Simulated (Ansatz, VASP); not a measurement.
## SiO2: VASP beside Ansatz

```
CELL_PARAMETERS angstrom
5.11428 0.00000 0.00000
-2.55714 4.42910 0.00000
0.00000 0.00000 5.60773
ATOMIC_POSITIONS crystal
Si 0.00000 0.50000 0.33333
Si 0.50000 0.50000 0.66667
Si 0.50000 0.00000 0.00000
O 0.58439 0.79220 0.83333
O 0.79220 0.58439 0.50000
O 0.79220 0.20780 0.16667
O 0.41561 0.20780 0.83333
O 0.20780 0.41561 0.50000
O 0.20780 0.79220 0.16667
```

Change from the starting cell: strain +0.015 along x and y, +0.015 along z, atoms carried along.

Alike in both runs: task single point; functional LDA; k mesh 6 × 6 × 4; occupations gaussian, width 0.05 eV; no spin polarisation.

|  | VASP | Ansatz |
| --- | --- | --- |
| version | VASP 6.6.1 | Ansatz 0.2.0 |
| potentials or method | VASP PAW LDA potentials, release 64 (Si, O), cutoff 520 eV | scalar-relativistic, plane waves, PAW |
| valence electrons in the cell | 48 | 48 |

Ansatz gave:

- gap on the k mesh at the Fermi level (eV): 5.25
- least direct gap on the mesh (eV): 5.43
- pressure (GPa): -7.7
- rms of the force components (eV/Å): 0.157

Q: What did VASP give for the same quantities?

A: gap on the k mesh at the Fermi level (eV): 5.25; least direct gap on the mesh (eV): 5.43; pressure (GPa): -7.2; rms of the force components (eV/Å): 0.154.

LDA's correlation is that of Perdew and Zunger in VASP and of Perdew and Wang (1992) in Ansatz. Atom by atom the forces differ by 0.003 eV/Å (rms over components).
